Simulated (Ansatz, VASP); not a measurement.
**Two plane-wave programs on Co**

```
CELL_PARAMETERS angstrom
0.00000 3.51801 -3.51801
-3.51801 0.00000 -3.51801
-3.51801 3.51801 0.00000
ATOMIC_POSITIONS crystal
Co 0.50000 0.50000 0.00000
Co 0.00000 0.50000 0.00000
Co 0.50000 0.00000 0.00000
Co 0.00000 0.00000 0.00000
Co 0.50000 0.50000 0.50000
Co 0.00000 0.50000 0.50000
Co 0.50000 0.00000 0.50000
Co 0.00000 0.00000 0.50000
```

Alike in both runs: functional PBE; k mesh 8 × 8 × 8; occupations gaussian, width 0.1 eV; collinear spin.

Ansatz relaxed the structure, and its values are those at the end. VASP's run is a single point on that final structure, the one shown.

```csv
,VASP,Ansatz
version,VASP 6.6.1,Ansatz 0.2.0
potentials or method,"VASP PAW PBE potentials, release 64 (Co), cutoff 520 eV","scalar-relativistic, plane waves, PAW"
valence electrons in the cell,72,136
```

```tsv
	VASP	Ansatz	Ansatz less VASP
gap on the k mesh at the Fermi level (eV)	none	none	-
pressure (GPa)	-0.7	0.0	+0.73
net moment per atom (μB)	1.61	1.62	+0.007
size of the moment on the site where the two differ most (μB)	1.63	1.69	+0.058
```

Site moments also hang on the region over which each program counts them. A gap of «none» marks a metal or a gap that the smearing closes. VASP's potentials hold 72 valence electrons a cell and Ansatz's 136, so a difference there can come from the potentials and not from the codes.
